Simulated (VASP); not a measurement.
Al2O, 3 atoms in the cell. It takes space group Fm-3m (No. 225, cubic). Conventional cell: a = 5.821 Å, b = 5.821 Å, c = 5.821 Å, α = 90.00°, β = 90.00°, γ = 90.00°. Within 3.3 Å of Al (site symmetry -43m) lie 4 O at 2.52 Å and 6 Al at 2.91 Å. O (site symmetry m-3m) has 8 Al at 2.52 Å within 3.3 Å. 

```yaml
Program: VASP 6.6.1
Task: single point
Functional: PBEsol
Potentials_or_basis: VASP PAW PBE potentials, release 64 (Al, O)
Cutoff: 520 eV
k_mesh: 7 × 7 × 7
Occupations: methfessel-paxton, width 0.1 eV
Spin: no spin polarisation
Dipole_correction: no
Further_INCAR_settings: ALGO = Normal; EDIFF = 1e-06; NBANDS = 13
```

Potentials or basis: VASP PAW PBE potentials, release 64 (Al, O).

Launch:

```sh
$ cat potpaw_PBE.64/Al/POTCAR potpaw_PBE.64/O/POTCAR > POTCAR
$ mpirun -np 1 vasp_std > vasp.out
```

Hardware: 1 thread of AMD EPYC 7R13 (shared host).

Problem. Estimate the wall time of this run.

Solution. It took 36 s on 1 thread of AMD EPYC 7R13 (shared host), peak memory 0.14 GiB. Counts: scf iterations 16, k points 20.
